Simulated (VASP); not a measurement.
# Mg2Te (I-4m2) in VASP: single point with RPBE

Aim: the single point of Mg2Te with RPBE.

Everything below comes from runs of VASP 6.6.1. Logs are shortened: lines on timing, memory, paths and dates and some standing lists are left out, and cuts for length are marked.

### 1 The cell of the first run

Symmetry: I-4m2, No. 119, tetragonal system. The conventional cell has a = 4.279 Å, b = 4.279 Å, c = 10.565 Å, α = 90.00°, β = 90.00°, γ = 90.00°. Within 4.0 Å of Mg (site symmetry -4m2) lie 4 Te at 3.03 Å and 4 Mg at 3.40 Å. Within 4.5 Å of Mg (site symmetry -4m2) lie 8 Mg at 3.40 to 4.28 Å and 4 Te at 3.40 Å. Within 4.0 Å of Te (site symmetry -4m2) lie 8 Mg at 3.03 to 3.40 Å.

### 2 Single point, RPBE

The input, INCAR:

```
SYSTEM = Mg2Te
PREC     = Accurate       ! precision mode
ENCUT    = 520            ! plane-wave cutoff, eV
EDIFF    = 1E-6           ! SCF threshold, eV
ISMEAR   = -5             ! smearing method
SIGMA    = 0.1            ! smearing width, eV
LREAL    = .FALSE.        ! projectors in reciprocal space
LASPH    = .TRUE.         ! aspherical terms in the spheres
NELM     = 80             ! most SCF steps
ALGO     = Normal         ! electronic algorithm
ISIF     = 2              ! what is computed and relaxed
LWAVE    = .FALSE.        ! write WAVECAR
LCHARG   = .TRUE.         ! write CHGCAR
GGA      = RP             ! functional
LELF     = .TRUE.         ! ELF
LVHAR    = .TRUE.       
NBANDS   = 12             ! bands
```

The input, KPOINTS:

```
regular mesh
0
G
  4 4 4
  0 0 0
```

The input, POSCAR:

```
Mg2Te
1.0
   -2.1393600000      2.1393600000      5.2824880000
    2.1393600000     -2.1393600000      5.2824880000
    2.1393600000      2.1393600000     -5.2824880000
Mg Te
2 1
Direct
    0.5000000000      0.5000000000      0.0000000000
    0.7500000000      0.2500000000      0.5000000000
    0.0000000000      0.0000000000      0.0000000000
```

Potentials or basis: VASP PAW PBE potentials, release 64 (Mg, Te).

Launch:

```sh
$ cat potpaw_PBE.64/Mg/POTCAR potpaw_PBE.64/Te/POTCAR > POTCAR
$ mpirun -np 1 vasp_std > vasp.out
```

OUTCAR:

```text
SYSTEM = Mg2Te
   PREC = Accurate
   ENCUT = 520
   EDIFF = 1E-6
   ISMEAR = -5
   LREAL = .FALSE.
   LASPH = .TRUE.
   NELM = 80
   ISIF = 2
   GGA = RP

 ion  position               nearest neighbor table
   1  0.500  0.500  0.000-   3 3.03   3 3.03   3 3.03   3 3.03   2 3.40   2 3.40   2 3.40   2 3.40

   2  0.750  0.250  0.500-   1 3.40   3 3.40   1 3.40   3 3.40   1 3.40   3 3.40   1 3.40   3 3.40

   3  0.000  0.000  0.000-   1 3.03   1 3.03   1 3.03   1 3.03   2 3.40   2 3.40   2 3.40   2 3.40

  LATTYP: Found a body centered tetragonal cell.
 ALAT       =     4.2787200000
 C/A-ratio  =     2.4691907860

  Lattice vectors:

 A1 = (  -2.1393600000,   2.1393600000,   5.2824880000)
 A2 = (   2.1393600000,  -2.1393600000,   5.2824880000)
 A3 = (   2.1393600000,   2.1393600000,  -5.2824880000)

Analysis of symmetry for initial positions (statically):
=====================================================================
 Subroutine PRICEL returns:
 Original cell was already a primitive cell.

 Routine SETGRP: Setting up the symmetry group for a
 body centered tetragonal supercell.

 Subroutine GETGRP returns: Found  8 space group operations
 (whereof  8 operations were pure point group operations)
 out of a pool of 16 trial point group operations.

The static configuration has the point symmetry D_2d.

Analysis of symmetry for dynamics (positions and initial velocities):
=====================================================================
 Subroutine PRICEL returns:
 Original cell was already a primitive cell.

 Routine SETGRP: Setting up the symmetry group for a
 body centered tetragonal supercell.

 Subroutine GETGRP returns: Found  8 space group operations
 (whereof  8 operations were pure point group operations)
 out of a pool of 16 trial point group operations.

The dynamic configuration has the point symmetry D_2d.

 Subroutine INISYM returns: Found  8 space group operations
 (whereof  8 operations are pure point group operations),
 and found     1 'primitive' translations

----------------------------------------------------------------------------------------

                                     Primitive cell

  volume of cell :      96.7089

  direct lattice vectors                    reciprocal lattice vectors
    -2.139360000  2.139360000  5.282488000     0.000000000  0.233714756  0.094652368
     2.139360000 -2.139360000  5.282488000     0.233714756  0.000000000  0.094652368
     2.139360000  2.139360000 -5.282488000     0.233714756  0.233714756  0.000000000

  length of vectors
     6.087561243  6.087561243  6.087561243     0.252154036  0.252154036  0.330522577

  position of ions in fractional coordinates (direct lattice)
     0.500000000  0.500000000  0.000000000
     0.750000000  0.250000000  0.500000000
     0.000000000  0.000000000  0.000000000

  ion indices of the primitive-cell ions
   primitive index   ion index
                 1           1
                 2           2
                 3           3

----------------------------------------------------------------------------------------

 KPOINTS: regular mesh

Automatic generation of k-mesh.
 Grid dimensions read from file:
 generate k-points for:    4    4    4

 Generating k-lattice:

  Cartesian coordinates                     Fractional coordinates (reciprocal lattice)
     0.000000000  0.058428689  0.023663092     0.250000000  0.000000000  0.000000000
     0.058428689  0.000000000  0.023663092     0.000000000  0.250000000  0.000000000
     0.058428689  0.058428689  0.000000000     0.000000000  0.000000000  0.250000000

  Length of vectors
     0.063038509  0.063038509  0.082630644

  Shift w.r.t. Gamma in fractional coordinates (k-lattice)
     0.000000000  0.000000000  0.000000000

 TETIRR: Found     80 inequivalent tetrahedra from      384

 Subroutine IBZKPT returns following result:
 ===========================================

 Found     13 irreducible k-points:

 Following reciprocal coordinates:
            Coordinates               Weight
  0.000000  0.000000  0.000000      1.000000
  0.250000  0.000000  0.000000      8.000000
  0.500000  0.000000  0.000000      4.000000
  0.250000  0.250000  0.000000      8.000000
  0.500000  0.250000  0.000000     16.000000
 -0.250000  0.250000  0.000000      4.000000
  0.500000  0.500000  0.000000      2.000000
  0.250000  0.250000  0.250000      2.000000
 -0.250000  0.250000  0.250000      4.000000
  0.500000  0.500000  0.250000      4.000000
 -0.250000  0.500000  0.250000      8.000000
 -0.250000 -0.250000  0.250000      2.000000
  0.500000  0.500000  0.500000      1.000000
   k-points           NKPTS =     13   k-points in BZ     NKDIM =     13   number of bands    NBANDS=     12
   number of dos      NEDOS =    301   number of ions     NIONS =      3
   total plane-waves  NPLWV = 110592
   dimension x,y,z NGX =    48 NGY =   48 NGZ =   48
   dimension x,y,z NGXF=    96 NGYF=   96 NGZF=   96
   ions per type =               2   1
   NGX,Y,Z   is equivalent  to a cutoff of  13.11, 13.11, 13.11 a.u.
   NGXF,Y,Z  is equivalent  to a cutoff of  26.22, 26.22, 26.22 a.u.
 SYSTEM =  Mg2Te
   PREC   = accura    normal or accurate (medium, high low for compatibility)
   ISTART =      0    job   : 0-new  1-cont  2-samecut
   ICHARG =      2    charge: 1-file 2-atom 10-const
   ISPIN  =      1    spin polarized calculation?
   LNONCOLLINEAR =      F non collinear calculations
   LSORBIT =      F    spin-orbit coupling
   LASPH  =      T    aspherical Exc in radial PAW
   ENCUT  =  520.0 eV  38.22 Ry    6.18 a.u.  11.32 11.32 11.32*2*pi/ulx,y,z
   NELM   =     80;   NELMIN=  2; NELMDL= -5     # of ELM steps
   EDIFF  = 0.1E-05   stopping-criterion for ELM
   LREAL  =      F    real-space projection
   EDIFFG = 0.1E-04   stopping-criterion for IOM
   NSW    =      0    number of steps for IOM
   IBRION =     -1    ionic relax: 0-MD 1-quasi-New 2-CG
   NFREE  =      0    steps in history (QN), initial steepest desc. (CG)
   ISIF   =      2    stress and relaxation
   ISYM   =      2    0-nonsym 1-usesym 2-fastsym
   POTIM  = 0.5000    time-step for ionic-motion
   TEBEG  =    0.0;   TEEND  =   0.0 temperature during run
   PSTRESS=    0.0 pullay stress
   NELECT =      10.0000    total number of electrons
   NUPDOWN=      -1.0000    fix difference up-down
   EMIN   =  10.00;   EMAX   =-10.00  energy-range for DOS
   EFERMI =   0.00;   METHOD = LEGACY
   ISMEAR =    -5;   SIGMA  =   0.10  broadening in eV -4-tet -1-fermi 0-gaus
   EFERMI_NEDOS =   21; number of points for ismear=-14 and -15
   IALGO  =     38    algorithm
   IMIX   =      4    mixing-type and parameters
     AMIX     =   0.40;   BMIX     =  1.00
     AMIX_MAG =   1.60;   BMIX_MAG =  1.00
  volume/ion in A,a.u.               =      32.24       217.54
  Fermi-wavevector in a.u.,A,eV,Ry     =   0.768398  1.452061  8.033357  0.590435
  Thomas-Fermi vector in A             =   1.869162
   LORBIT       =      0    0 simple, 1 ext, 2 COOP (PROOUT), +10 PAW based schemes
   GGA     = RP    functional components
   LHFCALC =     F    Hartree Fock is set to
   AEXX    =    0.0000 exact exchange contribution
   IVDW    =     0    specifies the selected vdW correction
   LEPSILON=     F    determine dielectric tensor
   LRPA    =     F    only Hartree local field effects (RPA)
 non-spin polarized calculation
 Fermi weights with tetrahedron method with Bloechl corrections
  energy-cutoff  :      520.00
  volume of cell :       96.71
 maximum number of plane-waves:      2624
 NGX is ok and might be reduce to    48
   NGX = 23   NGY = 23   NGZ = 23

 number of electron      10.0000000 magnetization

 Free energy of the ion-electron system (eV)
  ---------------------------------------------------
  ext. energy  EPLUGINS =         0.00000000
  ---------------------------------------------------
  free energy    TOTEN  =        -5.82634412 eV

  energy without entropy =       -5.82634412  energy(sigma->0) =       -5.82634412

 E-fermi :   3.2217     XC(G=0):  -7.8729

 val. band max:        3.4268512613   @ k =  -0.2500   0.5000   0.2500
 cond. band min:       3.0655754665   @ k =   0.5000   0.2500   0.0000
 fundamental gap:     -0.3612757948
 Fermi energy:         3.2217308209

 k-point     1 :       0.0000    0.0000    0.0000
  band No.  band energies     occupation
      1      -8.6284      2.00000
      2      -0.1693      2.00000
      3       0.5799      2.00000
      4       0.9446      2.00000
      5       0.9446      2.00000
      6       4.1670      0.00000
      7       5.2893      0.00000
      8       6.1782      0.00000
      9       6.6921      0.00000
     10       6.6921      0.00000
     11       8.8506      0.00000
     12      10.4533      0.00000

 k-point     2 :       0.2500    0.0000    0.0000
  band No.  band energies     occupation
      1      -8.4103      2.00000
      2      -1.2545      2.00000
      3      -0.1662      2.00000
      4       1.1550      2.00000
      5       2.0599      2.03817
      6       3.7260     -0.02791
      7       5.1877      0.00000
      8       6.9910      0.00000
      9       7.0055      0.00000
     10       8.0028      0.00000
     11       8.0568      0.00000
     12       8.8988      0.00000

 k-point     3 :       0.5000    0.0000    0.0000
  band No.  band energies     occupation
      1      -8.1549      2.00000
      2      -2.2946      2.00000
      3      -0.0768      2.00000
      4       1.4095      2.00000
      5       1.9133      2.10869
      6       4.7087     -0.11521
      7       5.0716      0.00000
      8       6.2901      0.00000
      9       6.9851      0.00000
     10       7.2285      0.00000
     11       8.8838      0.00000
     12       9.8845      0.00000
[... 121 lines left out ...]
 k-point    12 :      -0.2500   -0.2500    0.2500
  band No.  band energies     occupation
      1      -8.5910      2.00000
      2      -1.2629      2.00000
      3       0.8880      2.00000
      4       0.8880      2.00000
      5       1.9018      2.19754
      6       3.9937      0.00000
      7       5.6013      0.00000
      8       6.8323      0.00000
      9       7.2628      0.00000
     10       7.2628      0.00000
     11       9.4580      0.00000
     12      10.3248      0.00000

 k-point    13 :       0.5000    0.5000    0.5000
  band No.  band energies     occupation
      1      -8.5523      2.00000
      2      -1.7860      2.00000
      3       0.8342      2.00000
      4       0.8342      2.00000
      5       2.3704      2.35598
      6       4.5557      0.00000
      7       5.6353      0.00000
      8       7.8589      0.00000
      9       8.4119      0.00000
     10       8.4119      0.00000
     11       9.2953      0.00000
     12       9.3098      0.00000

------------------------ aborting loop because EDIFF is reached ----------------------------------------

  FORCE on cell =-STRESS in cart. coord.  units (eV):
  Direction    XX          YY          ZZ          XY          YZ          ZX
  --------------------------------------------------------------------------------------
  -------------------------------------------------------------------------------------
  Total       -0.9702805     -0.9702805     -0.4581546      0.0000000      0.0000000     -0.0000000
  in kB      -16.0746543    -16.0746543     -7.5902549      0.0000000      0.0000000     -0.0000000
  external PRESSURE =     -13.2465211 kB  Pullay stress =       0.0000000 kB

 VOLUME and BASIS-vectors are now :
 -----------------------------------------------------------------------------
  energy-cutoff  :      520.00
  volume of cell :       96.71
      direct lattice vectors                 reciprocal lattice vectors
    -2.139360000  2.139360000  5.282488000     0.000000000  0.233714756  0.094652368
     2.139360000 -2.139360000  5.282488000     0.233714756  0.000000000  0.094652368
     2.139360000  2.139360000 -5.282488000     0.233714756  0.233714756  0.000000000

 POSITION                                       TOTAL-FORCE (eV/Angst)
 -----------------------------------------------------------------------------------
      0.00000      0.00000      5.28249         0.000000     -0.000000      0.000000
      0.00000      2.13936      2.64124        -0.000000      0.000000      0.000000
      0.00000      0.00000      0.00000        -0.000000     -0.000000     -0.000000
 -----------------------------------------------------------------------------------
    total drift:                                0.000000     -0.000000     -0.000000

  FREE ENERGIE OF THE ION-ELECTRON SYSTEM (eV)
  ---------------------------------------------------
  free  energy   TOTEN  =        -5.8263441248 eV

  energy  without entropy=       -5.8263441248  energy(sigma->0) =       -5.82634412
```

It took 35 s on 1 thread of Intel Xeon Platinum 8375C at 2.90GHz (Ice Lake), shared host; peak memory 0.3 GiB.

What came out:

```
Free energy            : -5.8263 eV
Pressure               : -1.3 GPa
Band gap on the k mesh : zero (band 5 reaches 3.82 eV, above the bottom of band 6 at 3.07 eV)
```

Stress tensor (GPa, compression positive):
```
-1.61  0.00  0.00
 0.00 -1.61  0.00
 0.00  0.00 -0.76
```

Caveat: the k points lie up to 0.52 Å⁻¹ apart; the PAW data sets were made with another functional, which shifts forces and pressure a little; spin-orbit coupling is left out, which moves the levels of the heavy elements; tetrahedron occupations give inexact forces and stress in metals.
